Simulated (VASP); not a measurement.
SiO2, 6 atoms in the cell. It takes space group P4_2/mnm (No. 136, tetragonal). The conventional cell has a = 4.185 Å, b = 4.185 Å, c = 2.669 Å, α = 90.00°, β = 90.00°, γ = 90.00°. Si (site symmetry mmm) has 6 O at 1.76 to 1.81 Å within 2.3 Å. Within 2.3 Å of O (site symmetry m2m) lie 3 Si at 1.76 to 1.81 Å and 1 O at 2.30 Å. 

| Quantity | Value |
| --- | --- |
| Program | VASP 6.6.1 |
| Task | single point |
| Functional | LDA |
| Potentials or basis | VASP PAW LDA potentials, release 64 (Si, O) |
| Cutoff | 520 eV |
| k mesh | 6 × 6 × 10 |
| Occupations | gaussian, width 0.01 eV |
| Spin | no spin polarisation |
| Dipole correction | no |
| Further INCAR settings | ALGO = Normal; EDIFF = 1e-06; NBANDS = 25 |

Potentials or basis: VASP PAW LDA potentials, release 64 (Si, O).

Command:

```bash
$ cat potpaw_LDA.64/Si/POTCAR potpaw_LDA.64/O/POTCAR > POTCAR
$ mpirun -np 1 vasp_std > vasp.out
```

Hardware: 1 thread of Intel Xeon 8259CL, on a shared host.

Task: Estimate the wall time of this run.

Result: Run time: 51 s on 1 thread of Intel Xeon 8259CL, on a shared host, peak memory 0.17 GiB. Counts: scf iterations 12, k points 60.
